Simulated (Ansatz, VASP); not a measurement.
# Two plane-wave programs on Cs

Contents of INCAR:

```
SYSTEM = Cs
ALGO = Normal
EDIFF = 1E-6
EDIFFG = -0.04
ENCUT = 600
GGA = PE
IBRION = 2
ISIF = 3
ISMEAR = 0
LASPH = .TRUE.
LCHARG = .FALSE.
LREAL = .FALSE.
LWAVE = .FALSE.
NELM = 60
NSW = 90
PREC = Accurate
SIGMA = 0.1
```

File KPOINTS:

```
k-points
0
G
  2 2 2
  0 0 0
```

File POSCAR:

```
Cs
1.0
    0.0000000000      7.3521317200      7.3521317200
    7.3521317200      0.0000000000      7.3521317200
    7.3521317200      7.3521317200      0.0000000000
Cs
6
Direct
    0.7259766900      0.2740233100      0.2740233100
    0.2740233100      0.7259766900      0.7259766900
    0.2740233100      0.7259766900      0.2740233100
    0.7259766900      0.2740233100      0.7259766900
    0.2740233100      0.2740233100      0.7259766900
    0.7259766900      0.7259766900      0.2740233100
```

Input for Ansatz:

```yaml
crystal:
  lattice:
    - [0.0, 7.35213172, 7.35213172]
    - [7.35213172, 0.0, 7.35213172]
    - [7.35213172, 7.35213172, 0.0]
  atoms:
    - { symbol: Cs, position: [0.72597669, 0.27402331, 0.27402331] }
    - { symbol: Cs, position: [0.27402331, 0.72597669, 0.72597669] }
    - { symbol: Cs, position: [0.27402331, 0.72597669, 0.27402331] }
    - { symbol: Cs, position: [0.72597669, 0.27402331, 0.72597669] }
    - { symbol: Cs, position: [0.27402331, 0.27402331, 0.72597669] }
    - { symbol: Cs, position: [0.72597669, 0.72597669, 0.27402331] }
basis:
  ecutwfc: 420
kpoints:
  mp_grid: { grid: [2, 2, 2] }
hamiltonian:
  xc: pbe
scf:
  occupations: { method: gaussian, width: 0.1 }
  lower_state_search: "off"
output:
  forces: true
  stress: true
  eigenvalues: true
relax:
  adjacent_minimum: "off"
  f_tol: 0.04
  max_steps: 70
  cell: { stress_tol: 0.4 }
```

Alike in both runs: task relaxation of cell and atoms; functional PBE; k mesh 2 × 2 × 2; occupations gaussian, width 0.1 eV; no spin polarisation.

```csv
,VASP,Ansatz
version,VASP 6.6.1,Ansatz 0.2.0
potentials or method,"VASP PAW PBE potentials, release 64 (Cs_sv), cutoff 600 eV","scalar-relativistic, plane waves, PAW"
valence electrons in the cell,54,54
```

```tsv
	VASP	Ansatz	Ansatz less VASP
gap on the k mesh at the Fermi level, each at its own relaxed structure (eV)	none	none	-
relaxed volume (Å³/atom)	142.28	136.96	-5.328
relaxed cell length with the largest relative difference (Å)	10.648	10.514	-0.1346
```

A gap of «none» marks a metal or a gap that the smearing closes.

The k mesh is coarse, so the values compare programs but aren't converged. Neither program's run includes spin-orbit coupling.
